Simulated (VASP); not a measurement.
## FeGe: single point with r2SCAN

FeGe:

```
Ge Fe
1.0
     4.71242    0.00000    0.00000
     0.00000    4.71242    0.00000
     0.00000    0.00000    4.71242
Ge Fe
4 4
Direct
  0.84200 0.84200 0.84200
  0.65800 0.15800 0.34200
  0.34200 0.65800 0.15800
  0.15800 0.34200 0.65800
  0.13500 0.13500 0.13500
  0.36500 0.86500 0.63500
  0.63500 0.36500 0.86500
  0.86500 0.63500 0.36500
```

| Quantity | Value |
| --- | --- |
| Program | VASP 6.6.1 |
| Task | single point |
| Functional | r2SCAN |
| Potentials or basis | VASP PAW PBE potentials, release 64 (Ge_d, Fe) |
| Cutoff | 520 eV |
| k mesh | 7 × 7 × 7 |
| Occupations | fermi-dirac, width 0.1078 eV |
| Spin | no spin polarisation |
| Dipole correction | no |
| Further INCAR settings | ALGO = Normal; EDIFF = 1e-07; NBANDS = 54 |

| Quantity | Value |
| --- | --- |
| Pressure | -13.8 GPa |
| Largest force | 0.419 eV/Å |
| Band gap on the k mesh | 0.19 eV (least direct gap 0.23 eV) |

Forces on the atoms (eV/Å):
```
Ge  -0.242 -0.242 -0.242
Ge   0.242  0.242 -0.242
Ge  -0.242  0.242  0.242
Ge   0.242 -0.242  0.242
Fe  -0.180 -0.180 -0.180
Fe   0.180  0.180 -0.180
Fe  -0.180  0.180  0.180
Fe   0.180 -0.180  0.180
```

Levels at points of the mesh, in eV from the valence-band top:
| k point | band 42 | band 43 | band 44 | band 45 | band 46 | band 47 |
| --- | --- | --- | --- | --- | --- | --- |
| (0.00, 0.00, 0.00) | -0.28 | -0.13 | -0.13 | 0.50 | 0.50 | 0.50 |

It took 14 min on 1 thread of Intel Xeon 8259CL, with other jobs on the host, peak memory 0.28 GiB.

Caveat: the cell stands under tension; the PAW data sets were made with another functional, which shifts forces and pressure a little; an odd mesh through Γ misses points on the zone boundary, where band edges can lie.
